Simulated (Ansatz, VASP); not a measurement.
**InSb in VASP and in Ansatz**

POSCAR

```
InSb
1.0
    4.6351943588      0.0000000000      0.0000000000
    0.0000000000      4.6351943588      0.0000000000
    0.0000000000      0.0000000000     26.4715207712
Sb In
4 4
Direct
    0.0000000000      0.5000000000      0.2833233521
    0.5000000000      0.0000000000      0.4071385795
    0.0000000000      0.5000000000      0.5309538068
    0.5000000000      0.0000000000      0.6547690342
    0.5000000000      0.5000000000      0.3452309658
    0.0000000000      0.0000000000      0.4690461932
    0.5000000000      0.5000000000      0.5928614205
    0.0000000000      0.0000000000      0.7166766479
```

Contents of INCAR.step1:

```
ALGO     = Normal         # electronic algorithm
DIPOL    = 0.5 0.5 0.500
EDIFF    = 1E-4           # SCF threshold, eV
ENCUT    = 520            # plane-wave cutoff, eV
GGA      = PE             # functional
IDIPOL   = 3            
ISMEAR   = 0              # smearing method
LASPH    = True           # aspherical terms in the spheres
LCHARG   = False          # write CHGCAR
LDIPOL   = True         
LREAL    = False          # projectors in reciprocal space
LWAVE    = True           # write WAVECAR
NBANDS   = 46             # bands
NELM     = 100            # most SCF steps
PREC     = Accurate       # precision mode
SIGMA    = 0.1            # smearing width, eV
```

File INCAR.step2:

```
ALGO     = Normal         # electronic algorithm
DIPOL    = 0.5 0.5 0.500
EDIFF    = 1E-7           # SCF threshold, eV
ENCUT    = 520            # plane-wave cutoff, eV
IDIPOL   = 3            
ISIF     = 2              # what is computed and relaxed
ISMEAR   = 0              # smearing method
ISTART   = 1            
LASPH    = True           # aspherical terms in the spheres
LCHARG   = True           # write CHGCAR
LDIPOL   = True         
LELF     = True           # ELF
LMIXTAU  = True         
LREAL    = False          # projectors in reciprocal space
LVACPOTAV= True         
LVHAR    = True         
LWAVE    = False          # write WAVECAR
METAGGA  = R2SCAN         # meta-GGA
NBANDS   = 46             # bands
NELM     = 100            # most SCF steps
PREC     = Accurate       # precision mode
SIGMA    = 0.1            # smearing width, eV
```

The input KPOINTS:

```
k-points
0
Gamma
  8 8 1
```

Input for Ansatz:

```yaml
crystal:
  lattice:
    - [4.6351943588, 0.0, 0.0]
    - [0.0, 4.6351943588, 0.0]
    - [0.0, 0.0, 26.4715207712]
  atoms:
    - { symbol: Sb, position: [0.0, 0.5, 0.2833233521] }
    - { symbol: In, position: [0.5, 0.5, 0.3452309658] }
    - { symbol: Sb, position: [0.5, 0.0, 0.4071385795] }
    - { symbol: In, position: [0.0, 0.0, 0.4690461932] }
    - { symbol: Sb, position: [0.0, 0.5, 0.5309538068] }
    - { symbol: In, position: [0.5, 0.5, 0.5928614205] }
    - { symbol: Sb, position: [0.5, 0.0, 0.6547690342] }
    - { symbol: In, position: [0.0, 0.0, 0.7166766479] }
basis:
  ecutwfc: 500
kpoints:
  mp_grid: { grid: [8, 8, 1] }
hamiltonian:
  xc: r2scan
scf:
  occupations: { method: gaussian, width: 0.1 }
output:
  forces: true
  stress: true
  eigenvalues: true
  write_density: true
  write_potential: true
  elf: true
  volumetric_format: npy
efield:
  axis: 3
  dipole_correction: true
  ramp_width: 0.04
```

Alike in both runs: task single point; functional r2SCAN; k mesh 8 × 8 × 1; occupations gaussian, width 0.1 eV; no spin polarisation.

```csv
,VASP,Ansatz
version,VASP 6.6.1,Ansatz 0.2.0
potentials or method,"VASP PAW PBE potentials, release 64 (Sb, In_d), cutoff 520 eV","scalar-relativistic, plane waves, PAW"
valence electrons in the cell,72,112
```

```tsv
	VASP	Ansatz	Ansatz less VASP
gap on the k mesh at the Fermi level (eV)	none	none	-
rms of the force components (eV/Å)	0.169	0.167	-0.0017
work function, face that differs most (eV)	4.44	4.44	+0.003
```

VASP's potentials were made for PBE, not for r2SCAN. A gap of «none» marks a metal or a gap that the smearing closes. VASP's potentials hold 72 valence electrons a cell and Ansatz's 112, so a difference there can come from the potentials and not from the codes. Ansatz's warnings: xc potential rough in thin density.

Neither program's run includes spin-orbit coupling.
